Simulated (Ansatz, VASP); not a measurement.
## Se in VASP and in Ansatz

```
Se
1.0
     4.36620    0.00000    0.00000
    -2.18310    3.78124    0.00000
     0.00000    0.00000    4.95360
Se
3
Cartesian
  0.9841 0.0000 1.6512
  -0.4921 0.8523 3.3024
  1.6910 2.9289 0.0000
```

Alike in both runs: task electric field gradients; functional LDA; k mesh 6 × 6 × 5; occupations fermi-dirac, width 0.03 eV; no spin polarisation.

```csv
,VASP,Ansatz
version,VASP 6.6.1,Ansatz 0.2.0
potentials or method,"VASP PAW LDA potentials, release 64 (Se), cutoff 520 eV","all-electron PAW with datasets made for the crystal, scalar-relativistic"
```

```tsv
	VASP	Ansatz	Ansatz less VASP
gap on the k mesh at the Fermi level (eV)	1.18	1.19	+0.010
pressure (GPa)	-1.1	-1.3	-0.21
traceless stress, the component that is largest in VASP (GPa)	0.95	0.87	-0.082
rms of the force components (eV/Å)	0.151	0.121	-0.0293
size of Vzz on the site where it differs most (V/Å²)	494.0	514.0	+20.01
```

LDA's correlation is that of Perdew and Zunger in VASP and of Perdew and Wang (1992) in Ansatz. Atom by atom the forces differ by 0.029 eV/Å (rms over components). Ansatz ran all-electron here, and VASP with PAW potentials.
